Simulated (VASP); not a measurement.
# Al (Fm-3m) in VASP: single point with PBE

Aim: the single point of Al with PBE.

All numbers are computed with VASP 6.6.1; they aren't measurements. Logs are shortened: lines on timing, memory, paths and dates and some standing lists are left out, and cuts for length are marked.

## Step 1: The cell of the first run

Symmetry: Fm-3m, No. 225, cubic system. The conventional cell has a = 4.040 Å, b = 4.040 Å, c = 4.040 Å, α = 90.00°, β = 90.00°, γ = 90.00°. Within 3.8 Å of Al (site symmetry m-3m) lie 12 Al at 2.86 Å.

## Step 2: Single point, PBE

File INCAR:

```
SYSTEM = Al
ALGO = Normal ; EDIFF = 1E-6
ENCUT = 500 ; GGA = PE
GGA_COMPAT = .False. ; ISIF = 2
ISMEAR = -1 ; LASPH = .True.
LCHARG = .True. ; LELF = .True.
LREAL = .False. ; LVHAR = .True.
LWAVE = .False. ; NBANDS = 8
NELM = 120 ; PREC = Accurate
SIGMA = 0.1
```

File KPOINTS:

```
k-points
0
Gamma
  4 4 4
  0 0 0
```

File POSCAR:

```
Al
1.0
   -2.0202110327      0.0000000000      2.0202110327
    0.0000000000      2.0202110327      2.0202110327
   -2.0202110327      2.0202110327      0.0000000000
Al
1
Direct
    0.0000000000      0.0000000000      0.0000000000
```

Potentials or basis: VASP PAW PBE potentials, release 64 (Al).

Command:

```bash
$ cat potpaw_PBE.64/Al/POTCAR > POTCAR
$ mpirun -np 1 vasp_std > vasp.out
```

OUTCAR:

```text
SYSTEM = Al
   EDIFF = 1E-6
   ENCUT = 500
   GGA = PE
   ISIF = 2
   ISMEAR = -1
   LASPH = .True.
   LREAL = .False.
   NELM = 120
   PREC = Accurate

 ion  position               nearest neighbor table
   1  0.000  0.000  0.000-

  LATTYP: Found a face centered cubic cell.
 ALAT       =     4.0404220654

  Lattice vectors:

 A1 = (  -2.0202110327,   0.0000000000,   2.0202110327)
 A2 = (   0.0000000000,   2.0202110327,   2.0202110327)
 A3 = (  -2.0202110327,   2.0202110327,   0.0000000000)

Analysis of symmetry for initial positions (statically):
=====================================================================
 Subroutine PRICEL returns:
 Original cell was already a primitive cell.

 Routine SETGRP: Setting up the symmetry group for a
 face centered cubic supercell.

 Subroutine GETGRP returns: Found 48 space group operations
 (whereof 48 operations were pure point group operations)
 out of a pool of 48 trial point group operations.

The static configuration has the point symmetry O_h .

Analysis of symmetry for dynamics (positions and initial velocities):
=====================================================================
 Subroutine PRICEL returns:
 Original cell was already a primitive cell.

 Routine SETGRP: Setting up the symmetry group for a
 face centered cubic supercell.

 Subroutine GETGRP returns: Found 48 space group operations
 (whereof 48 operations were pure point group operations)
 out of a pool of 48 trial point group operations.

The dynamic configuration has the point symmetry O_h .

 Subroutine INISYM returns: Found 48 space group operations
 (whereof 48 operations are pure point group operations),
 and found     1 'primitive' translations

----------------------------------------------------------------------------------------

                                     Primitive cell

  volume of cell :      16.4900

  direct lattice vectors                    reciprocal lattice vectors
    -2.020211033  0.000000000  2.020211033    -0.247498896 -0.247498896  0.247498896
     0.000000000  2.020211033  2.020211033     0.247498896  0.247498896  0.247498896
    -2.020211033  2.020211033  0.000000000    -0.247498896  0.247498896 -0.247498896

  length of vectors
     2.857009841  2.857009841  2.857009841     0.428680662  0.428680662  0.428680662

  position of ions in fractional coordinates (direct lattice)
     0.000000000  0.000000000  0.000000000

  ion indices of the primitive-cell ions
   primitive index   ion index
                 1           1

----------------------------------------------------------------------------------------

 KPOINTS: k-points

Automatic generation of k-mesh.
 Grid dimensions read from file:
 generate k-points for:    4    4    4

 Generating k-lattice:

  Cartesian coordinates                     Fractional coordinates (reciprocal lattice)
    -0.061874724 -0.061874724  0.061874724     0.250000000  0.000000000  0.000000000
     0.061874724  0.061874724  0.061874724     0.000000000  0.250000000  0.000000000
    -0.061874724  0.061874724 -0.061874724     0.000000000  0.000000000  0.250000000

  Length of vectors
     0.107170166  0.107170166  0.107170166

  Shift w.r.t. Gamma in fractional coordinates (k-lattice)
     0.000000000  0.000000000  0.000000000

 Subroutine IBZKPT returns following result:
 ===========================================

 Found      8 irreducible k-points:

 Following reciprocal coordinates:
            Coordinates               Weight
  0.000000  0.000000  0.000000      1.000000
  0.250000  0.000000  0.000000      8.000000
  0.500000  0.000000  0.000000      4.000000
  0.250000  0.250000  0.000000      6.000000
  0.500000  0.250000  0.000000     24.000000
 -0.250000  0.250000  0.000000     12.000000
  0.500000  0.500000  0.000000      3.000000
 -0.250000  0.500000  0.250000      6.000000
   k-points           NKPTS =      8   k-points in BZ     NKDIM =      8   number of bands    NBANDS=      8
   number of dos      NEDOS =    301   number of ions     NIONS =      1
   total plane-waves  NPLWV =  13824
   dimension x,y,z NGX =    24 NGY =   24 NGZ =   24
   dimension x,y,z NGXF=    48 NGYF=   48 NGZF=   48
   ions per type =               1
   NGX,Y,Z   is equivalent  to a cutoff of  13.97, 13.97, 13.97 a.u.
   NGXF,Y,Z  is equivalent  to a cutoff of  27.93, 27.93, 27.93 a.u.
 SYSTEM =  Al
   PREC   = accura    normal or accurate (medium, high low for compatibility)
   ISTART =      0    job   : 0-new  1-cont  2-samecut
   ICHARG =      2    charge: 1-file 2-atom 10-const
   ISPIN  =      1    spin polarized calculation?
   LNONCOLLINEAR =      F non collinear calculations
   LSORBIT =      F    spin-orbit coupling
   LASPH  =      T    aspherical Exc in radial PAW
   ENCUT  =  500.0 eV  36.75 Ry    6.06 a.u.   5.21  5.21  5.21*2*pi/ulx,y,z
   NELM   =    120;   NELMIN=  2; NELMDL= -5     # of ELM steps
   EDIFF  = 0.1E-05   stopping-criterion for ELM
   LREAL  =      F    real-space projection
   EDIFFG = 0.1E-04   stopping-criterion for IOM
   NSW    =      0    number of steps for IOM
   IBRION =     -1    ionic relax: 0-MD 1-quasi-New 2-CG
   NFREE  =      0    steps in history (QN), initial steepest desc. (CG)
   ISIF   =      2    stress and relaxation
   ISYM   =      2    0-nonsym 1-usesym 2-fastsym
   POTIM  = 0.5000    time-step for ionic-motion
   TEBEG  =    0.0;   TEEND  =   0.0 temperature during run
   PSTRESS=    0.0 pullay stress
   NELECT =       3.0000    total number of electrons
   NUPDOWN=      -1.0000    fix difference up-down
   EMIN   =  10.00;   EMAX   =-10.00  energy-range for DOS
   EFERMI =   0.00;   METHOD = LEGACY
   ISMEAR =    -1;   SIGMA  =   0.10  broadening in eV -4-tet -1-fermi 0-gaus
   EFERMI_NEDOS =   21; number of points for ismear=-14 and -15
   IALGO  =     38    algorithm
   IMIX   =      4    mixing-type and parameters
     AMIX     =   0.40;   BMIX     =  1.00
     AMIX_MAG =   1.60;   BMIX_MAG =  1.00
  volume/ion in A,a.u.               =      16.49       111.28
  Fermi-wavevector in a.u.,A,eV,Ry     =   0.927631  1.752968 11.707799  0.860499
  Thomas-Fermi vector in A             =   2.053721
   LORBIT       =      0    0 simple, 1 ext, 2 COOP (PROOUT), +10 PAW based schemes
   GGA     = PE    functional components
   LHFCALC =     F    Hartree Fock is set to
   AEXX    =    0.0000 exact exchange contribution
   IVDW    =     0    specifies the selected vdW correction
   LEPSILON=     F    determine dielectric tensor
   LRPA    =     F    only Hartree local field effects (RPA)
 non-spin polarized calculation
  energy-cutoff  :      500.00
  volume of cell :       16.49
 maximum number of plane-waves:       444
 NGX is ok and might be reduce to    24
   NGX = 11   NGY = 11   NGZ = 11

 number of electron       3.0000000 magnetization

 Free energy of the ion-electron system (eV)
  ---------------------------------------------------
  ext. energy  EPLUGINS =         0.00000000
  ---------------------------------------------------
  free energy    TOTEN  =        -3.48635030 eV

  energy without entropy =       -3.44190710  energy(sigma->0) =       -3.46412870

 E-fermi :   7.4133     XC(G=0): -10.1955

 val. band max:        7.2547005670   @ k =   0.5000   0.2500   0.0000
 cond. band min:       8.1748463020   @ k =  -0.2500   0.5000   0.2500
 fundamental gap:      0.9201457349
 Fermi energy:         7.4132640812

 k-point     1 :       0.0000    0.0000    0.0000
  band No.  band energies     occupation
      1      -3.1285      2.00000
      2      20.6339      0.00000
      3      20.6339      0.00000
      4      20.6339      0.00000
      5      22.1295      0.00000
      6      22.1295      0.00000
      7      22.1295      0.00000
      8      24.4868      0.00000

 k-point     2 :       0.2500    0.0000    0.0000
  band No.  band energies     occupation
      1      -1.4382      2.00000
      2      11.4513      0.00000
      3      18.9229      0.00000
      4      18.9229      0.00000
      5      22.3728      0.00000
      6      22.7744      0.00000
      7      22.7744      0.00000
      8      26.7786      0.00000

 k-point     3 :       0.5000    0.0000    0.0000
  band No.  band energies     occupation
      1       3.4135      2.00000
      2       3.6311      2.00000
      3      19.4283      0.00000
      4      19.4283      0.00000
      5      19.4725      0.00000
      6      19.4725      0.00000
      7      23.1388      0.00000
      8      23.3034      0.00000

 k-point     4 :       0.2500    0.2500    0.0000
  band No.  band energies     occupation
      1      -0.8794      2.00000
      2      15.4918      0.00000
      3      15.5329      0.00000
      4      15.5329      0.00000
      5      16.2716      0.00000
      6      19.0309      0.00000
      7      29.4868      0.00000
      8      29.9801      0.00000

 k-point     5 :       0.5000    0.2500    0.0000
  band No.  band energies     occupation
      1       2.9651      2.00000
      2       7.2547      1.66000
      3      11.6688      0.00000
      4      15.0609      0.00000
      5      16.7475      0.00000
      6      24.1212      0.00000
      7      26.7072      0.00000
      8      29.6080      0.00000

 k-point     6 :      -0.2500    0.2500    0.0000
  band No.  band energies     occupation
      1       1.3347      2.00000
      2       9.2496      0.00000
      3      10.7644      0.00000
      4      17.4951      0.00000
      5      19.4608      0.00000
      6      24.9957      0.00000
      7      25.6631      0.00000
      8      26.7725      0.00000

 k-point     7 :       0.5000    0.5000    0.0000
  band No.  band energies     occupation
      1       5.0862      2.00000
      2       6.4076      1.99991
      3      13.2715      0.00000
      4      13.6073      0.00000
      5      13.6073      0.00000
      6      17.0829      0.00000
      7      33.4276      0.00000
      8      34.9401      0.00000

 k-point     8 :      -0.2500    0.5000    0.2500
  band No.  band energies     occupation
      1       7.1647      1.84619
      2       7.1647      1.84619
      3       8.1748      0.00098
      4       9.1221      0.00000
      5      23.8422      0.00000
      6      23.8422      0.00000
      7      24.3907      0.00000
      8      26.4235      0.00000

------------------------ aborting loop because EDIFF is reached ----------------------------------------

  FORCE on cell =-STRESS in cart. coord.  units (eV):
  Direction    XX          YY          ZZ          XY          YZ          ZX
  --------------------------------------------------------------------------------------
  -------------------------------------------------------------------------------------
  Total        0.1008410      0.1008410      0.1008410     -0.0000000     -0.0000000      0.0000000
  in kB        9.7977737      9.7977737      9.7977737     -0.0000000     -0.0000000      0.0000000
  external PRESSURE =       9.7977737 kB  Pullay stress =       0.0000000 kB

 VOLUME and BASIS-vectors are now :
 -----------------------------------------------------------------------------
  energy-cutoff  :      500.00
  volume of cell :       16.49
      direct lattice vectors                 reciprocal lattice vectors
    -2.020211033  0.000000000  2.020211033    -0.247498896 -0.247498896  0.247498896
     0.000000000  2.020211033  2.020211033     0.247498896  0.247498896  0.247498896
    -2.020211033  2.020211033  0.000000000    -0.247498896  0.247498896 -0.247498896

 POSITION                                       TOTAL-FORCE (eV/Angst)
 -----------------------------------------------------------------------------------
      0.00000      0.00000      0.00000         0.000000      0.000000      0.000000
 -----------------------------------------------------------------------------------
    total drift:                                0.000000      0.000000     -0.000000

  FREE ENERGIE OF THE ION-ELECTRON SYSTEM (eV)
  ---------------------------------------------------
  free  energy   TOTEN  =        -3.4863503023 eV

  energy  without entropy=       -3.4419071037  energy(sigma->0) =       -3.46412870
```

Run time: 1.4 s. Hardware: 1 thread of Intel Xeon 6975P-C (Granite Rapids), shared host; peak memory 0.12 GiB.

What came out:

- Free energy: -3.4864 eV
- Pressure: 1.0 GPa

Levels at points of the mesh, in eV from the Fermi level:
```csv
k point,band 1,band 2,band 3,band 4
"(0.00, 0.00, 0.00)",-10.54,13.22,13.22,13.22
"(0.50, 0.00, 0.00)",-4.00,-3.78,12.02,12.02
"(0.50, 0.50, 0.00)",-2.33,-1.01,5.86,6.19
```

Caveat: the k points lie up to 0.67 Å⁻¹ apart.
